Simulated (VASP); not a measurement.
A run of VASP 6.6.1 is set up as follows.

POSCAR

```
PbS
1.0
    3.6042791765      0.0000000000      0.0000000000
    0.0000000000      3.6042791765      0.0000000000
    0.0000000000      0.0000000000      3.6042791765
Pb S
1 1
Direct
    0.0000000000      0.0000000000      0.0000000000
    0.5000000000      0.5000000000      0.5000000000
```

File INCAR.step1:

```
SYSTEM = PbS
ALGO     = Normal         ! electronic algorithm
EDIFF    = 1E-5           ! SCF threshold, eV
ENCUT    = 520            ! plane-wave cutoff, eV
GGA      = PE             ! functional
ISIF     = 2              ! what is computed and relaxed
ISMEAR   = -1             ! smearing method
LASPH    = .True.         ! aspherical terms in the spheres
LREAL    = .False.        ! projectors in reciprocal space
LWAVE    = .True.         ! write WAVECAR
NBANDS   = 17             ! bands
NELM     = 80             ! most SCF steps
PREC     = Accurate       ! precision mode
SIGMA    = 0.05           ! smearing width, eV
```

File INCAR.step2:

```
SYSTEM = PbS
ALGO     = Normal         ! electronic algorithm
EDIFF    = 1E-6           ! SCF threshold, eV
ENCUT    = 520            ! plane-wave cutoff, eV
GGA      = PE             ! functional
HFSCREEN = 0.2079         ! screening, 1/A
ISIF     = 2              ! what is computed and relaxed
ISMEAR   = -1             ! smearing method
ISTART   = 1            
LASPH    = .True.         ! aspherical terms in the spheres
LCHARG   = .True.         ! write CHGCAR
LELF     = .True.         ! ELF
LHFCALC  = .True.         ! exact exchange
LREAL    = .False.        ! projectors in reciprocal space
LVHAR    = .True.       
LWAVE    = .False.        ! write WAVECAR
NBANDS   = 17             ! bands
NELM     = 80             ! most SCF steps
PREC     = Accurate       ! precision mode
PRECFOCK = Normal       
SIGMA    = 0.05           ! smearing width, eV
```

File KPOINTS:

```
k-points
0
Gamma
  4 4 4
  0 0 0
```

Potentials or basis: VASP PAW PBE potentials, release 64 (Pb_d, S).

Launch:

```bash
$ cat potpaw_PBE.64/Pb_d/POTCAR potpaw_PBE.64/S/POTCAR > POTCAR
$ cp INCAR.step1 INCAR
$ mpirun -np 1 vasp_std > vasp.out
$ cp INCAR.step2 INCAR
$ mpirun -np 1 vasp_std > vasp.out
```

(1) Estimate the pressure.

(2) Estimate the band gap on the k mesh.

## Answers

(1) -0.1 GPa.

(2) zero (bands 10 and 11 overlap by 0.38 eV).

Caveat: the k points lie up to 0.44 Å⁻¹ apart; the PAW data sets were made with another functional, which shifts forces and pressure a little; spin-orbit coupling is left out, which moves the levels of the heavy elements.
